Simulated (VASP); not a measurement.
Wanted: the native input for a VASP 6.6.1 run.

| Item | Value |
| --- | --- |
| Task | relaxation of the atoms |
| Functional | r2SCAN |
| Potentials or basis | VASP PAW PBE potentials, release 64 (B, N) |
| Cutoff | 520 eV |
| k mesh | 9 × 9 × 6 |
| Occupations | gaussian, width 0.02 eV |
| Spin | no spin polarisation |
| Dipole correction | no |
| Further INCAR settings | ALGO = Normal; EDIFF = 1e-06; IBRION = 2; EDIFFG = -0.002; NSW = 60 |

Crystal: BN.

```xyz
4
Lattice="2.5052 0.0000 0.0000 -1.2526 2.1695 0.0000 0.0000 0.0000 4.2141" Properties=species:S:1:pos:R:3 pbc="T T T"
B     0.0000    1.4464   -0.0007
B     1.2526    0.7232    2.1063
N     0.0000    1.4464    1.5768
N     1.2526    0.7232    3.6838
```

This cell differs from its parent crystal: strained cell.

One way to write it, as run:

POSCAR

```
BN
1.0
    2.5051775940      0.0000000000      0.0000000000
   -1.2525887970      2.1695474374      0.0000000000
    0.0000000000      0.0000000000      4.2140508624
B N
2 2
Direct
    0.3333333333      0.6666666667     -0.0001657249
    0.6666666667      0.3333333333      0.4998342751
    0.3333333333      0.6666666667      0.3741657249
    0.6666666667      0.3333333333      0.8741657249
```

INCAR.step1

```
PREC     = Accurate       # precision mode
ENCUT    = 520            # plane-wave cutoff, eV
ISMEAR   = 0              # smearing method
SIGMA    = 0.02           # smearing width, eV
LREAL    = F              # projectors in reciprocal space
LASPH    = T              # aspherical terms in the spheres
NELM     = 100            # most SCF steps
GGA      = PE             # functional
ALGO     = Normal         # electronic algorithm
EDIFF    = 1E-4           # SCF threshold, eV
LWAVE    = T              # write WAVECAR
LCHARG   = F              # write CHGCAR
```

INCAR.step2

```
PREC     = Accurate       # precision mode
ENCUT    = 520            # plane-wave cutoff, eV
EDIFF    = 1E-6           # SCF threshold, eV
ISMEAR   = 0              # smearing method
SIGMA    = 0.02           # smearing width, eV
LREAL    = F              # projectors in reciprocal space
LASPH    = T              # aspherical terms in the spheres
NELM     = 100            # most SCF steps
ALGO     = Normal         # electronic algorithm
ISIF     = 2              # what is computed and relaxed
LWAVE    = F              # write WAVECAR
LCHARG   = F              # write CHGCAR
METAGGA  = R2SCAN         # meta-GGA
LMIXTAU  = T            
IBRION   = 2              # ionic algorithm
NSW      = 60             # ionic steps
EDIFFG   = -0.002         # ionic threshold
ISTART   = 1
```

KPOINTS

```
Automatic mesh
0
Gamma
  9 9 6
```

Potentials or basis: VASP PAW PBE potentials, release 64 (B, N).

Run with:

```bash
$ cat potpaw_PBE.64/B/POTCAR potpaw_PBE.64/N/POTCAR > POTCAR
$ cp INCAR.step1 INCAR
$ mpirun -np 1 vasp_std > vasp.out
$ cp INCAR.step2 INCAR
$ mpirun -np 1 vasp_std > vasp.out
```

It gave:

```
Energy gained by relaxing : 0.0 meV/atom
Ionic steps               : 3
Pressure after relaxing   : 13.4 GPa
Band gap on the k mesh    : 5.58 eV (least direct gap 8.91 eV)
```

Caveat: the cell differs from its parent crystal (strained cell); the PAW data sets were made with another functional, which shifts forces and pressure a little.

It took 2.7 min on 1 thread of AMD EPYC 7571 (shared host), peak memory 0.11 GiB.
